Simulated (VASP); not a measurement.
A run of VASP 6.6.1:

File INCAR:

```
SYSTEM = Cu12HF
  ALGO = Normal
  EDIFF = 1E-6
  ENCUT = 520
  GGA = PE
  ISIF = 2
  ISMEAR = -1
  IVDW = 12
  LASPH = .TRUE.
  LCHARG = .FALSE.
  LREAL = .FALSE.
  LWAVE = .FALSE.
  NBANDS = 83
  NELM = 60
  PREC = Accurate
  SIGMA = 0.15
```

The input KPOINTS:

```
k-points
0
G
  4 4 1
  0 0 0
```

File POSCAR:

```
Cu12HF
1.0
    5.1053110000      0.0000000000      0.0000000000
    2.5526550000      4.4213290000      0.0000000000
    0.0000000000      0.0000000000     17.1684690000
Cu F H
12 1 1
Direct
    0.1666667508      0.1666666290      0.0582463119
    0.6666666529      0.1666666290      0.0582463119
    0.1666665963      0.6666667421      0.0582463119
    0.6666666943      0.6666667421      0.0582463119
   -0.1651874418      0.3330451093      0.1772875613
    0.3339027970      0.3334314185      0.1771001829
   -0.1652438748      0.8332756961      0.1773309548
    0.3340733304      0.8337212634      0.1773378279
    0.0027511176     -0.0004702206      0.2967040334
    0.5022034451      0.0006907425      0.2961072417
    0.0020205985      0.4999618893      0.2963776211
    0.5014891653      0.4998277667      0.2956610750
    0.8876207382      0.0807641775      0.4582232696
    0.7098092372      0.1868709612      0.4281138289
```

Potentials or basis: VASP PAW PBE potentials, release 64 (Cu, F, H).

The run is started by

```console
$ cat potpaw_PBE.64/Cu/POTCAR potpaw_PBE.64/F/POTCAR potpaw_PBE.64/H/POTCAR > POTCAR
$ mpirun -np 1 vasp_std > vasp.out
```

Hardware: 1 thread of Intel(R) Xeon(R) Platinum 8259CL CPU @ 2.50GHz (Skylake/Cascade Lake), with other jobs on the host.

How long does it take, and how much memory?

It took 15 min on 1 thread of Intel(R) Xeon(R) Platinum 8259CL CPU @ 2.50GHz (Skylake/Cascade Lake) (shared host), peak memory 0.63 GiB. Counts: scf iterations 28, k points 10.
